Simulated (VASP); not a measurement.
# Ba2LuRuN6 (Fm-3m) in VASP: single point with PBE

Aim: the single point of Ba2LuRuN6 with PBE.

Everything below comes from runs of VASP 6.6.1. Logs are shortened: lines on timing, memory, paths and dates and some standing lists are left out, and cuts for length are marked.

## Step 1: The cell of the first run

Symmetry: Fm-3m, No. 225, cubic system. The conventional cell has a = 8.363 Å, b = 8.363 Å, c = 8.363 Å, α = 90.00°, β = 90.00°, γ = 90.00°. Within 2.9 Å of Lu (site symmetry m-3m) lie 6 N at 2.23 Å. N (site symmetry 4mm) has 1 Ru at 1.95 Å and 1 Lu at 2.23 Å within 2.6 Å. Within 2.6 Å of Ru (site symmetry m-3m) lie 6 N at 1.95 Å. Within 3.9 Å of Ba (site symmetry -43m) lie 12 N at 2.96 Å and 4 Lu at 3.62 Å and 4 Ru at 3.62 Å.

## Step 2: Single point, PBE

INCAR

```
ALGO = Normal
EDIFF = 1E-6
ENCUT = 600
GGA = PE
GGA_COMPAT = F
ISIF = 2
ISMEAR = -1
LASPH = T
LCHARG = T
LELF = T
LREAL = F
LVHAR = T
LWAVE = F
NBANDS = 56
NELM = 120
PREC = Accurate
SIGMA = 0.1
```

KPOINTS

```
k-points
0
Gamma
  7 7 7
```

POSCAR

```
Ba2LuRuN6
1.0
    0.0000000000      4.1814690000      4.1814690000
    4.1814690000      0.0000000000      4.1814690000
    4.1814690000      4.1814690000      0.0000000000
Lu N Ru Ba
1 6 1 2
Direct
    0.0000000000      0.0000000000      0.0000000000
    0.7336612074      0.2663387926      0.2663387926
    0.2663387926      0.7336612074      0.2663387926
    0.2663387926      0.7336612074      0.7336612074
    0.7336612074      0.2663387926      0.7336612074
    0.2663387926      0.2663387926      0.7336612074
    0.7336612074      0.7336612074      0.2663387926
    0.5000000000      0.5000000000      0.5000000000
    0.2500000000      0.2500000000      0.2500000000
    0.7500000000      0.7500000000      0.7500000000
```

Potentials or basis: VASP PAW PBE potentials, release 64 (Lu, N, Ru_pv, Ba_sv).

Started as:

```console
$ cat potpaw_PBE.64/Lu/POTCAR potpaw_PBE.64/N/POTCAR potpaw_PBE.64/Ru_pv/POTCAR potpaw_PBE.64/Ba_sv/POTCAR > POTCAR
$ mpirun -np 1 vasp_std > vasp.out
```

OUTCAR:

```text
EDIFF = 1E-6
   ENCUT = 600
   GGA = PE
   ISIF = 2
   ISMEAR = -1
   LASPH = T
   LREAL = F
   NELM = 120
   PREC = Accurate

 ion  position               nearest neighbor table
   1  0.000  0.000  0.000-   2 2.23   3 2.23   4 2.23   5 2.23   6 2.23   7 2.23  10 3.62  10 3.62
                            10 3.62   9 3.62  10 3.62   9 3.62   9 3.62   9 3.62
   2  0.734  0.266  0.266-   8 1.95   1 2.23   9 2.96   9 2.96  10 2.96  10 2.96
   3  0.266  0.734  0.266-   8 1.95   1 2.23   9 2.96   9 2.96  10 2.96  10 2.96
   4  0.266  0.734  0.734-   8 1.95   1 2.23   9 2.96   9 2.96  10 2.96  10 2.96
   5  0.734  0.266  0.734-   8 1.95   1 2.23   9 2.96   9 2.96  10 2.96  10 2.96
   6  0.266  0.266  0.734-   8 1.95   1 2.23   9 2.96   9 2.96  10 2.96  10 2.96
   7  0.734  0.734  0.266-   8 1.95   1 2.23   9 2.96   9 2.96  10 2.96  10 2.96
   8  0.500  0.500  0.500-   2 1.95   3 1.95   4 1.95   5 1.95   6 1.95   7 1.95   9 3.62   9 3.62
                             9 3.62   9 3.62  10 3.62  10 3.62  10 3.62  10 3.62
   9  0.250  0.250  0.250-   2 2.96   3 2.96   6 2.96   4 2.96   5 2.96   6 2.96   3 2.96   4 2.96
                             7 2.96   2 2.96   5 2.96   7 2.96   1 3.62   8 3.62   1 3.62   8 3.62
  10  0.750  0.750  0.750-   3 2.96   4 2.96   6 2.96   2 2.96   5 2.96   6 2.96   2 2.96   3 2.96
                             7 2.96   4 2.96   5 2.96   7 2.96   1 3.62   8 3.62   8 3.62   8 3.62

  LATTYP: Found a face centered cubic cell.
 ALAT       =     8.3629380000

  Lattice vectors:

 A1 = (   0.0000000000,   4.1814690000,   4.1814690000)
 A2 = (   4.1814690000,   0.0000000000,   4.1814690000)
 A3 = (   4.1814690000,   4.1814690000,   0.0000000000)

Analysis of symmetry for initial positions (statically):
=====================================================================
 Subroutine PRICEL returns:
 Original cell was already a primitive cell.

 Routine SETGRP: Setting up the symmetry group for a
 face centered cubic supercell.

 Subroutine GETGRP returns: Found 48 space group operations
 (whereof 48 operations were pure point group operations)
 out of a pool of 48 trial point group operations.

The static configuration has the point symmetry O_h .

Analysis of symmetry for dynamics (positions and initial velocities):
=====================================================================
 Subroutine PRICEL returns:
 Original cell was already a primitive cell.

 Routine SETGRP: Setting up the symmetry group for a
 face centered cubic supercell.

 Subroutine GETGRP returns: Found 48 space group operations
 (whereof 48 operations were pure point group operations)
 out of a pool of 48 trial point group operations.

The dynamic configuration has the point symmetry O_h .

 Subroutine INISYM returns: Found 48 space group operations
 (whereof 48 operations are pure point group operations),
 and found     1 'primitive' translations

----------------------------------------------------------------------------------------

                                     Primitive cell

  volume of cell :     146.2233

  direct lattice vectors                    reciprocal lattice vectors
     0.000000000  4.181469000  4.181469000    -0.119575202  0.119575202  0.119575202
     4.181469000  0.000000000  4.181469000     0.119575202 -0.119575202  0.119575202
     4.181469000  4.181469000  0.000000000     0.119575202  0.119575202 -0.119575202

  length of vectors
     5.913490170  5.913490170  5.913490170     0.207110325  0.207110325  0.207110325

  position of ions in fractional coordinates (direct lattice)
     0.000000000  0.000000000  0.000000000
     0.733661207  0.266338793  0.266338793
     0.266338793  0.733661207  0.266338793
     0.266338793  0.733661207  0.733661207
     0.733661207  0.266338793  0.733661207
     0.266338793  0.266338793  0.733661207
     0.733661207  0.733661207  0.266338793
     0.500000000  0.500000000  0.500000000
     0.250000000  0.250000000  0.250000000
     0.750000000  0.750000000  0.750000000

  ion indices of the primitive-cell ions
   primitive index   ion index
                 1           1
                 2           2
                 3           3
                 4           4
                 5           5
                 6           6
                 7           7
                 8           8
                 9           9
                10          10

----------------------------------------------------------------------------------------

 KPOINTS: k-points

Automatic generation of k-mesh.
 Grid dimensions read from file:
 generate k-points for:    7    7    7

 Generating k-lattice:

  Cartesian coordinates                     Fractional coordinates (reciprocal lattice)
    -0.017082172  0.017082172  0.017082172     0.142857143  0.000000000  0.000000000
     0.017082172 -0.017082172  0.017082172     0.000000000  0.142857143  0.000000000
     0.017082172  0.017082172 -0.017082172     0.000000000  0.000000000  0.142857143

  Length of vectors
     0.029587189  0.029587189  0.029587189

  Shift w.r.t. Gamma in fractional coordinates (k-lattice)
     0.000000000  0.000000000  0.000000000

 Subroutine IBZKPT returns following result:
 ===========================================

 Found     20 irreducible k-points:

 Following reciprocal coordinates:
            Coordinates               Weight
  0.000000  0.000000  0.000000      1.000000
  0.142857  0.000000  0.000000      8.000000
  0.285714  0.000000  0.000000      8.000000
  0.428571  0.000000  0.000000      8.000000
  0.142857  0.142857  0.000000      6.000000
  0.285714  0.142857  0.000000     24.000000
[... 12 lines left out ...]
 -0.428571  0.428571  0.142857     24.000000
 -0.285714  0.428571  0.142857     24.000000
   k-points           NKPTS =     20   k-points in BZ     NKDIM =     20   number of bands    NBANDS=     56
   number of dos      NEDOS =    301   number of ions     NIONS =     10
   total plane-waves  NPLWV = 110592
   dimension x,y,z NGX =    48 NGY =   48 NGZ =   48
   dimension x,y,z NGXF=    96 NGYF=   96 NGZF=   96
   ions per type =               1   6   1   2
   NGX,Y,Z   is equivalent  to a cutoff of  13.49, 13.49, 13.49 a.u.
   NGXF,Y,Z  is equivalent  to a cutoff of  26.99, 26.99, 26.99 a.u.
 SYSTEM =  unknown system
   PREC   = accura    normal or accurate (medium, high low for compatibility)
   ISTART =      0    job   : 0-new  1-cont  2-samecut
   ICHARG =      2    charge: 1-file 2-atom 10-const
   ISPIN  =      1    spin polarized calculation?
   LNONCOLLINEAR =      F non collinear calculations
   LSORBIT =      F    spin-orbit coupling
   LASPH  =      T    aspherical Exc in radial PAW
   ENCUT  =  600.0 eV  44.10 Ry    6.64 a.u.  11.81 11.81 11.81*2*pi/ulx,y,z
   NELM   =    120;   NELMIN=  2; NELMDL= -5     # of ELM steps
   EDIFF  = 0.1E-05   stopping-criterion for ELM
   LREAL  =      F    real-space projection
   EDIFFG = 0.1E-04   stopping-criterion for IOM
   NSW    =      0    number of steps for IOM
   IBRION =     -1    ionic relax: 0-MD 1-quasi-New 2-CG
   NFREE  =      0    steps in history (QN), initial steepest desc. (CG)
   ISIF   =      2    stress and relaxation
   ISYM   =      2    0-nonsym 1-usesym 2-fastsym
   POTIM  = 0.5000    time-step for ionic-motion
   TEBEG  =    0.0;   TEEND  =   0.0 temperature during run
   PSTRESS=    0.0 pullay stress
   NELECT =      89.0000    total number of electrons
   NUPDOWN=      -1.0000    fix difference up-down
   EMIN   =  10.00;   EMAX   =-10.00  energy-range for DOS
   EFERMI =   0.00;   METHOD = LEGACY
   ISMEAR =    -1;   SIGMA  =   0.10  broadening in eV -4-tet -1-fermi 0-gaus
   EFERMI_NEDOS =   21; number of points for ismear=-14 and -15
   IALGO  =     38    algorithm
   IMIX   =      4    mixing-type and parameters
     AMIX     =   0.40;   BMIX     =  1.00
     AMIX_MAG =   1.60;   BMIX_MAG =  1.00
  volume/ion in A,a.u.               =      14.62        98.68
  Fermi-wavevector in a.u.,A,eV,Ry     =   1.387392  2.621791 26.189276  1.924857
  Thomas-Fermi vector in A             =   2.511618
   LORBIT       =      0    0 simple, 1 ext, 2 COOP (PROOUT), +10 PAW based schemes
   GGA     = PE    functional components
   LHFCALC =     F    Hartree Fock is set to
   AEXX    =    0.0000 exact exchange contribution
   IVDW    =     0    specifies the selected vdW correction
   LEPSILON=     F    determine dielectric tensor
   LRPA    =     F    only Hartree local field effects (RPA)
 non-spin polarized calculation
  energy-cutoff  :      600.00
  volume of cell :      146.22
 maximum number of plane-waves:      4909
   NGX = 23   NGY = 23   NGZ = 23

 number of electron      89.0000000 magnetization

 Free energy of the ion-electron system (eV)
  ---------------------------------------------------
  ext. energy  EPLUGINS =         0.00000000
  ---------------------------------------------------
  free energy    TOTEN  =       -66.80088380 eV

  energy without entropy =      -66.53268508  energy(sigma->0) =      -66.66678444

 E-fermi :   3.7317     XC(G=0): -11.1349

 val. band max:        3.7052549752   @ k =  -0.2857   0.1429   0.0000
 cond. band min:       3.7342581120   @ k =   0.1429   0.1429   0.0000
 fundamental gap:      0.0290031368
 Fermi energy:         3.7317349793

 k-point     1 :       0.0000    0.0000    0.0000
  band No.  band energies     occupation
      1     -50.0805      2.00000
      2     -40.8371      2.00000
      3     -40.8371      2.00000
      4     -40.8371      2.00000
      5     -22.1700      2.00000
      6     -22.0355      2.00000
[... 48 lines left out ...]
     55       9.1458      0.00000
     56       9.1458      0.00000

 k-point     2 :       0.1429    0.0000    0.0000
  band No.  band energies     occupation
      1     -50.0804      2.00000
      2     -40.8371      2.00000
      3     -40.8371      2.00000
      4     -40.8371      2.00000
      5     -22.1651      2.00000
      6     -22.0416      2.00000
[... 1055 lines left out ...]
  band No.  band energies     occupation
      1     -50.0804      2.00000
      2     -40.8371      2.00000
      3     -40.8371      2.00000
      4     -40.8371      2.00000
      5     -22.1113      2.00000
      6     -22.1025      2.00000
[... 48 lines left out ...]
     55      10.5139      0.00000
     56      10.6143      0.00000

------------------------ aborting loop because EDIFF is reached ----------------------------------------

  FORCE on cell =-STRESS in cart. coord.  units (eV):
  Direction    XX          YY          ZZ          XY          YZ          ZX
  --------------------------------------------------------------------------------------
  -------------------------------------------------------------------------------------
  Total        4.2251012      4.2251012      4.2251012      0.0000000      0.0000000     -0.0000000
  in kB       46.2946774     46.2946774     46.2946774      0.0000000      0.0000000     -0.0000000
  external PRESSURE =      46.2946774 kB  Pullay stress =       0.0000000 kB

 VOLUME and BASIS-vectors are now :
 -----------------------------------------------------------------------------
  energy-cutoff  :      600.00
  volume of cell :      146.22
      direct lattice vectors                 reciprocal lattice vectors
     0.000000000  4.181469000  4.181469000    -0.119575202  0.119575202  0.119575202
     4.181469000  0.000000000  4.181469000     0.119575202 -0.119575202  0.119575202
     4.181469000  4.181469000  0.000000000     0.119575202  0.119575202 -0.119575202

 POSITION                                       TOTAL-FORCE (eV/Angst)
 -----------------------------------------------------------------------------------
      0.00000      0.00000      0.00000         0.000000     -0.000000     -0.000000
      2.22737      4.18147      4.18147         0.069448     -0.000000     -0.000000
      4.18147      2.22737      4.18147         0.000000      0.069448     -0.000000
      6.13556      4.18147      4.18147        -0.069448     -0.000000     -0.000000
      4.18147      6.13556      4.18147         0.000000     -0.069448     -0.000000
      4.18147      4.18147      2.22737         0.000000     -0.000000      0.069448
      4.18147      4.18147      6.13556         0.000000     -0.000000     -0.069448
      4.18147      4.18147      4.18147         0.000000     -0.000000     -0.000000
      2.09073      2.09073      2.09073        -0.000000     -0.000000     -0.000000
      6.27220      6.27220      6.27220         0.000000     -0.000000     -0.000000
 -----------------------------------------------------------------------------------
    total drift:                                0.000000     -0.000000     -0.000000

  FREE ENERGIE OF THE ION-ELECTRON SYSTEM (eV)
  ---------------------------------------------------
  free  energy   TOTEN  =       -66.8008838025 eV

  energy  without entropy=      -66.5326850803  energy(sigma->0) =      -66.66678444
```

Wall time 15 min (1 thread of Oxide Virtual Turin-like, shared host); peak memory 0.43 GiB.

Results:

* Free energy: -66.8009 eV
* Pressure: 4.6 GPa
* Largest force: 0.069 eV/Å
* Band gap on the k mesh: zero (an odd number of electrons rules out a gap without spin polarisation)

Forces on the atoms (eV/Å):
```
Lu   0.000  0.000  0.000
N    0.069  0.000  0.000
N    0.000  0.069  0.000
N   -0.069  0.000  0.000
N    0.000 -0.069  0.000
N    0.000  0.000  0.069
N    0.000  0.000 -0.069
Ru   0.000  0.000  0.000
Ba   0.000  0.000  0.000
Ba   0.000  0.000  0.000
```

Caveat: the cell stands under pressure; spin-orbit coupling is left out, which moves the levels of the heavy elements; an odd number of electrons without spin polarisation forces a metal; a magnetic or distorted state may lie lower.

The gap in the log of VASP goes by the Fermi energy; the results here count the filled bands.